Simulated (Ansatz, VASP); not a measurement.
Ba in VASP and in Ansatz

```
Ba
1.0
     4.35177    0.00000    0.00000
    -1.45059    4.10289    0.00000
     0.00000    0.00000   21.50500
Ba
4
Direct
  0.25000 0.25000 0.25576
  0.75000 0.75000 0.41694
  0.25000 0.25000 0.58306
  0.75000 0.75000 0.74424
```

Alike in both runs: task single point; functional PBE; k mesh 9 × 9 × 1; occupations fermi-dirac, width 0.05 eV; no spin polarisation.

|  | VASP | Ansatz |
| --- | --- | --- |
| version | VASP 6.6.1 | Ansatz 0.2.0 |
| potentials or method | VASP PAW PBE potentials, release 64 (Ba_sv) | PAW with Ansatz's default frozen-core files, scalar-relativistic |
| plane-wave cutoff (eV) | 520 | 420 |
| valence electrons in the cell | 40 | 40 |

|  | VASP | Ansatz | Ansatz less VASP |
| --- | --- | --- | --- |
| rms of the force components (eV/Å) | 0.004 | 0.001 | -0.0027 |

Atom by atom the forces differ by 0.003 eV/Å (rms over components). Ansatz's warnings: vacuum density over bound.

Neither program's run includes spin-orbit coupling.
